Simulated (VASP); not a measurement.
# Al3Sn2H3 (Pm-3m) in VASP: further runs, part 2 of 2

VASP 6.6.1. Earlier steps stand in the parts before.

### 3 Relaxation of cell and atoms, PBE

This run uses another cell than the first one, of 15.96 Å³/atom, 0.890 times its volume.

Contents of INCAR:

```
PREC = Accurate ; ENCUT = 600
EDIFF = 1E-6 ; ISMEAR = 0
SIGMA = 0.1 ; LREAL = False
LASPH = True ; NELM = 60
ALGO = Normal ; ISIF = 3
LWAVE = False ; LCHARG = False
GGA = PE ; IBRION = 2
NSW = 90 ; EDIFFG = -0.04
```

Contents of KPOINTS:

```
Automatic mesh
0
Gamma
  4 4 4
```

Contents of POSCAR:

```
Al3Sn2H3
1.0
    5.0357886400      0.0000000000      0.0000000000
    0.0000000000      5.0357886400      0.0000000000
    0.0000000000      0.0000000000      5.0357886400
Al Sn H
3 2 3
Direct
    0.5000000000      0.0000000000      0.0000000000
    0.0000000000      0.5000000000      0.0000000000
    0.0000000000      0.0000000000      0.5000000000
    0.5000000000      0.5000000000      0.5000000000
    0.0000000000      0.0000000000      0.0000000000
    0.0000000000      0.5000000000      0.5000000000
    0.5000000000      0.0000000000      0.5000000000
    0.5000000000      0.5000000000      0.0000000000
```

Potentials or basis: VASP PAW PBE potentials, release 64 (Al, Sn_d, H).

Started as:

```console
$ cat potpaw_PBE.64/Al/POTCAR potpaw_PBE.64/Sn_d/POTCAR potpaw_PBE.64/H/POTCAR > POTCAR
$ mpirun -np 1 vasp_std > vasp.out
```

OUTCAR:

```text
PREC = Accurate
   ENCUT = 600
   EDIFF = 1E-6
   ISMEAR = 0
   LREAL = False
   LASPH = True
   NELM = 60
   ISIF = 3
   GGA = PE
   IBRION = 2
   NSW = 90
   EDIFFG = -0.04

 ion  position               nearest neighbor table
   1  0.500  0.000  0.000-   5 2.52   5 2.52   4 3.56   4 3.56   4 3.56   4 3.56
   2  0.000  0.500  0.000-   5 2.52   5 2.52   4 3.56   4 3.56   4 3.56   4 3.56
   3  0.000  0.000  0.500-   5 2.52   5 2.52   4 3.56   4 3.56   4 3.56   4 3.56
   4  0.500  0.500  0.500-   1 3.56   2 3.56   3 3.56   1 3.56   2 3.56   1 3.56   3 3.56   1 3.56
                             2 3.56   3 3.56   2 3.56   3 3.56
   5  0.000  0.000  0.000-   1 2.52   2 2.52   3 2.52   3 2.52   2 2.52   1 2.52
   6  0.000  0.500  0.500-
   7  0.500  0.000  0.500-
   8  0.500  0.500  0.000-

  LATTYP: Found a simple cubic cell.
 ALAT       =     5.0357886400

  Lattice vectors:

 A1 = (   5.0357886400,   0.0000000000,   0.0000000000)
 A2 = (   0.0000000000,   5.0357886400,   0.0000000000)
 A3 = (   0.0000000000,   0.0000000000,   5.0357886400)

Analysis of symmetry for initial positions (statically):
=====================================================================
 Subroutine PRICEL returns:
 Original cell was already a primitive cell.

[... 157 lines left out ...]
--------------------------------------- Ionic step        1  -------------------------------------------

 number of electron      40.0000023 magnetization

 Free energy of the ion-electron system (eV)
  ---------------------------------------------------
  ext. energy  EPLUGINS =         0.00000000
  ---------------------------------------------------
  free energy    TOTEN  =       -23.16965088 eV

  energy without entropy =      -23.14765048  energy(sigma->0) =      -23.15865068

------------------------ aborting loop because EDIFF is reached ----------------------------------------

  FORCE on cell =-STRESS in cart. coord.  units (eV):
  Direction    XX          YY          ZZ          XY          YZ          ZX
  --------------------------------------------------------------------------------------
  -------------------------------------------------------------------------------------
  Total        5.0390104      5.0390104      5.0390104      0.0000000     -0.0000000      0.0000000
  in kB       63.2198353     63.2198353     63.2198353      0.0000000     -0.0000000      0.0000000
  external PRESSURE =      63.2198353 kB  Pullay stress =       0.0000000 kB
[... 71 lines left out ...]
--------------------------------------- Ionic step        3  -------------------------------------------

 number of electron      39.9999972 magnetization

 Free energy of the ion-electron system (eV)
  ---------------------------------------------------
  ext. energy  EPLUGINS =         0.00000000
  ---------------------------------------------------
  free energy    TOTEN  =       -23.45254984 eV

  energy without entropy =      -23.43741414  energy(sigma->0) =      -23.44498199

 E-fermi :   5.3703     XC(G=0):  -9.3300

 val. band max:        5.2913283171   @ k =   0.5000   0.5000   0.0000
 cond. band min:       5.4094893118   @ k =   0.5000   0.2500   0.2500
 fundamental gap:      0.1181609947
 Fermi energy:         5.3703232136

 k-point     1 :       0.0000    0.0000    0.0000
  band No.  band energies     occupation
      1     -16.3338      2.00000
      2     -16.3338      2.00000
      3     -16.2304      2.00000
      4     -16.2304      2.00000
      5     -16.2304      2.00000
      6     -16.0163      2.00000
[... 304 lines left out ...]
  FREE ENERGIE OF THE ION-ELECTRON SYSTEM (eV)
  ---------------------------------------------------
  free  energy   TOTEN  =       -23.4525498447 eV

  energy  without entropy=      -23.4374141402  energy(sigma->0) =      -23.44498199

 reached required accuracy - stopping structural energy minimisation
```

CONTCAR:

```text
Al3Sn2H3
   1.00000000000000
     5.2250884681890239    0.0000000000000000    0.0000000000000000
     0.0000000000000000    5.2250884681890239    0.0000000000000000
    -0.0000000000000000   -0.0000000000000000    5.2250884681890239
  Al              Sn              H
     3     2     3
Direct
     0.5000000000000000    0.0000000000000000    0.0000000000000000
     0.0000000000000000    0.5000000000000000    0.0000000000000000
     0.0000000000000000    0.0000000000000000    0.5000000000000000
     0.5000000000000000    0.5000000000000000    0.5000000000000000
     0.0000000000000000    0.0000000000000000    0.0000000000000000
     0.0000000000000000    0.5000000000000000    0.5000000000000000
     0.5000000000000000    0.0000000000000000    0.5000000000000000
     0.5000000000000000    0.5000000000000000    0.0000000000000000

  0.00000000E+00  0.00000000E+00  0.00000000E+00
  0.00000000E+00  0.00000000E+00  0.00000000E+00
  0.00000000E+00  0.00000000E+00  0.00000000E+00
  0.00000000E+00  0.00000000E+00  0.00000000E+00
  0.00000000E+00  0.00000000E+00  0.00000000E+00
  0.00000000E+00  0.00000000E+00  0.00000000E+00
  0.00000000E+00  0.00000000E+00  0.00000000E+00
  0.00000000E+00  0.00000000E+00  0.00000000E+00
```

Run time: 49 s. Hardware: 1 thread of AMD EPYC 9R45 (Zen 5), shared host; peak memory 0.23 GiB.

What came out:

| Property | Result |
| --- | --- |
| Free energy | -23.4525 eV |
| Relaxed volume | 17.83 Å³/atom |
| Relaxed cell | a = 5.225 Å, b = 5.225 Å, c = 5.225 Å, α = 90.00°, β = 90.00°, γ = 90.00° |
| Space group after relaxing (to 0.05 Å) | Pm-3m (No. 221) |
| Energy gained by relaxing | 35.4 meV/atom |
| Ionic steps | 3 |
| Pressure after relaxing | 0.1 GPa |
| Band gap on the k mesh | zero (band 20 reaches 8.93 eV, above the bottom of band 21 at 4.87 eV) |

Step by step:
```tsv
step	energy change (eV)	largest force (eV/Å)	pressure (GPa)	volume (Å³)
1	0.0000	0.0000	6.32	127.70
2	-0.2719	0.0000	1.09	139.70
3	-0.2829	0.0000	0.08	142.65
```

Final structure:
```
Al Sn H
1.0
     5.22509    0.00000    0.00000
     0.00000    5.22509    0.00000
     0.00000    0.00000    5.22509
Al Sn H
3 2 3
Direct
  0.50000 0.00000 0.00000
  0.00000 0.50000 0.00000
  0.00000 0.00000 0.50000
  0.50000 0.50000 0.50000
  0.00000 0.00000 0.00000
  0.00000 0.50000 0.50000
  0.50000 0.00000 0.50000
  0.50000 0.50000 0.00000
```

Caveat: spin-orbit coupling is left out, which moves the levels of the heavy elements.
